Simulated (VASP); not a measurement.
**C10O: single point with PBE**

The system is C10O, a wire with vacuum.

```
C O
1.0
     4.27184    0.00000    0.00000
    -2.13592    8.61105    0.00000
     0.00000    0.00000   20.27880
C O
10 1
Direct
  0.15641 0.97949 0.19725
  0.82308 0.97949 0.19725
  0.64616 0.95898 0.25743
  0.31282 0.95898 0.25743
  0.13380 0.93838 0.31753
  0.80458 0.93838 0.31753
  0.62223 0.91767 0.37790
  0.29544 0.91767 0.37790
  0.09474 0.89880 0.43290
  0.80405 0.89879 0.43291
  0.59474 0.64880 0.43805
```

```
Program                : VASP 6.6.1
Task                   : single point
Functional             : PBE
Potentials or basis    : VASP PAW PBE potentials, release 64 (C, O)
Cutoff                 : 520 eV
k mesh                 : 7 × 3 × 1
Occupations            : gaussian, width 0.1 eV
Spin                   : no spin polarisation
Dipole correction      : yes
Further INCAR settings : ALGO = Normal; EDIFF = 1e-06; NBANDS = 34
```

```json
{
  "Largest force": "7.192 eV/Å",
  "Band gap on the k mesh": "0.02 eV (least direct gap 0.08 eV)"
}
```

Forces in eV/Å, atoms in the order of the input:
```
C   -7.103 -0.274  1.095
C    6.984 -0.081  1.182
C   -0.275  0.134 -1.160
C    0.239  0.213 -0.849
C   -0.021 -0.098 -0.448
C   -0.104  0.090 -0.050
C   -0.294  0.354 -0.692
C   -0.086  0.066  0.516
C    2.273 -0.091 -0.175
C   -1.925 -2.556  0.580
O    0.312  2.243  0.002
```

Levels at points of the mesh, in eV from the valence-band top:
```
           k point  band 21  band 22  band 23  band 24  band 25  band 26
(0.00, 0.00, 0.00)    -0.31    -0.09     0.00     0.97     1.27     1.48
```

Run time: 9.2 min on 1 thread of Intel(R) Xeon(R) 6975P-C (Granite Rapids), with other jobs on the host, peak memory 0.8 GiB.

Caveat: the smearing spreads over this small gap.
